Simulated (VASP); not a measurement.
BiTe: single point with PBEsol

Crystal: BiTe.

```
CELL_PARAMETERS angstrom
2.38637 1.37777 3.36705
-2.38637 1.37777 3.36705
0.00000 -2.75554 3.36705
ATOMIC_POSITIONS crystal
Bi 0.50000 0.50000 0.50000
Te 0.00000 0.00000 0.00000
```

This cell differs from its parent crystal: strain -0.015 along x and y, +0.015 along z.

```json
{
 "Program": "VASP 6.6.1",
 "Task": "single point",
 "Functional": "PBEsol",
 "Potentials or basis": "VASP PAW PBE potentials, release 64 (Bi_d, Te)",
 "Cutoff": "520 eV",
 "k mesh": "12 × 12 × 12",
 "Occupations": "gaussian, width 0.15 eV",
 "Spin": "no spin polarisation",
 "Dipole correction": "no",
 "Further INCAR settings": "ALGO = Normal; EDIFF = 1e-07; NBANDS = 18"
}
```

| Quantity | Value |
| --- | --- |
| Pressure | -1.5 GPa |
| Band gap on the k mesh | zero (an odd number of electrons rules out a gap without spin polarisation) |

Stress tensor (GPa, compression positive):
```
-1.39  0.00  0.00
 0.00 -1.39  0.00
 0.00  0.00 -1.80
```

Levels at points of the mesh, in eV from the Fermi level:
| k point | band 7 | band 8 | band 9 | band 10 | band 11 | band 12 | band 13 | band 14 |
| --- | --- | --- | --- | --- | --- | --- | --- | --- |
| (0.00, 0.00, 0.00) | -8.20 | -2.92 | -2.92 | -1.77 | 1.93 | 2.45 | 2.45 | 4.08 |
| (0.50, 0.00, 0.00) | -11.42 | -1.91 | -1.84 | -1.14 | -0.97 | -0.67 | 0.13 | 6.80 |
| (0.50, 0.50, 0.00) | -9.99 | -5.76 | -4.51 | -3.51 | 2.23 | 3.25 | 3.68 | 4.79 |
| (0.50, 0.50, 0.50) | -11.06 | -2.33 | -2.33 | -2.17 | -1.51 | -1.22 | -1.22 | 7.82 |

Run time: 2.1 min on 1 thread of Intel(R) Xeon(R) Platinum 8488C (Sapphire Rapids) (shared host), peak memory 0.34 GiB.

Caveat: the cell differs from its parent crystal (strain -0.015 along x and y, +0.015 along z); the PAW data sets were made with another functional, which shifts forces and pressure a little; spin-orbit coupling is left out, which moves the levels of the heavy elements.
